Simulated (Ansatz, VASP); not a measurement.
NiO: VASP beside Ansatz

```
Ni O
1.0
     2.09430    2.09430    0.00000
    -2.09430    2.09430    0.00000
     0.00000    0.00000    4.18860
Ni O
2 2
Cartesian
  0.0000 0.0000 0.0000
  0.0000 2.0943 2.0943
  0.0000 2.0943 0.0000
  0.0000 0.0000 2.0943
```

Alike in both runs: task single point; functional r2SCAN; k mesh 10 × 10 × 8; occupations gaussian, width 0.02 eV; collinear spin.

|  | VASP | Ansatz |
| --- | --- | --- |
| version | VASP 6.6.1 | Ansatz 0.2.0 |
| potentials or method | VASP PAW PBE potentials, release 64 (Ni, O), cutoff 520 eV | scalar-relativistic, plane waves, PAW |
| valence electrons in the cell | 32 | 48 |

VASP gave:

| Item | Value |
| --- | --- |
| gap on the k mesh at the Fermi level (eV) | 0.74 |
| least direct gap on the mesh (eV) | 1.65 |
| pressure (GPa) | -0.1 |
| traceless stress, the component that is largest in VASP (GPa) | -0.13 |
| net moment per atom (μB) | 1.00 |
| size of the moment on the site where the two differ most (μB) | 1.69 |

Q: Which values does Ansatz return?

A: gap on the k mesh at the Fermi level (eV): 0.82; least direct gap on the mesh (eV): 1.73; pressure (GPa): 0.0; traceless stress, the component that is largest in VASP (GPa): 0.00; net moment per atom (μB): 1.00; size of the moment on the site where the two differ most (μB): 1.67.

VASP's potentials were made for PBE, not for r2SCAN. Site moments also hang on the region over which each program counts them. VASP's potentials hold 32 valence electrons a cell and Ansatz's 48, so a difference there can come from the potentials and not from the codes. Ansatz's warnings: stability check not made.
